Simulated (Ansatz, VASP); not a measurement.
# Sn3Se in VASP and in Ansatz

Contents of INCAR:

```
PREC = Accurate
ENCUT = 520
EDIFF = 1E-6
ISMEAR = -1
SIGMA = 0.05
LREAL = F
LASPH = T
NELM = 80
ALGO = Normal
ISIF = 2
LWAVE = F
LCHARG = T
GGA = PE
LELF = T
LVHAR = T
NBANDS = 32
```

KPOINTS

```
Automatic mesh
0
Gamma
  6 6 6
```

POSCAR

```
Sn3Se
1.0
    0.0000000000      3.7578614887      3.7578614887
    3.7578614887      0.0000000000      3.7578614887
    3.7578614887      3.7578614887      0.0000000000
Sn Se
3 1
Direct
    0.5000000000      0.5000000000      0.5000000000
    0.7500000000      0.7500000000      0.7500000000
    0.2500000000      0.2500000000      0.2500000000
    0.0000000000      0.0000000000      0.0000000000
```

Contents of input.yaml:

```yaml
crystal:
  lattice:
    - [0.0, 3.7578614887, 3.7578614887]
    - [3.7578614887, 0.0, 3.7578614887]
    - [3.7578614887, 3.7578614887, 0.0]
  atoms:
    - { symbol: Sn, position: [0.5, 0.5, 0.5] }
    - { symbol: Sn, position: [0.75, 0.75, 0.75] }
    - { symbol: Sn, position: [0.25, 0.25, 0.25] }
    - { symbol: Se, position: [0.0, 0.0, 0.0] }
hamiltonian:
  xc: pbe
  pseudopotentials: { kind: paw }
kpoints:
  mp_grid: { grid: [6, 6, 6] }
scf:
  occupations: { method: fermi_dirac, width: 0.05 }
output:
  forces: true
  stress: true
  eigenvalues: true
```

Alike in both runs: task single point; functional PBE; k mesh 6 × 6 × 6; occupations fermi-dirac, width 0.05 eV; no spin polarisation.

|  | VASP | Ansatz |
| --- | --- | --- |
| version | VASP 6.6.1 | Ansatz 0.2.0 |
| potentials or method | VASP PAW PBE potentials, release 64 (Sn_d, Se) | Ansatz PAW |
| plane-wave cutoff (eV) | 520 | 420 |
| valence electrons in the cell | 48 | 58 |

|  | VASP | Ansatz | Ansatz less VASP |
| --- | --- | --- | --- |
| gap on the k mesh at the Fermi level (eV) | none | none | - |
| pressure (GPa) | -1.1 | -1.1 | +0.02 |

A gap of «none» marks a metal or a gap that the smearing closes. VASP's potentials hold 48 valence electrons a cell and Ansatz's 58, so a difference there can come from the potentials and not from the codes.
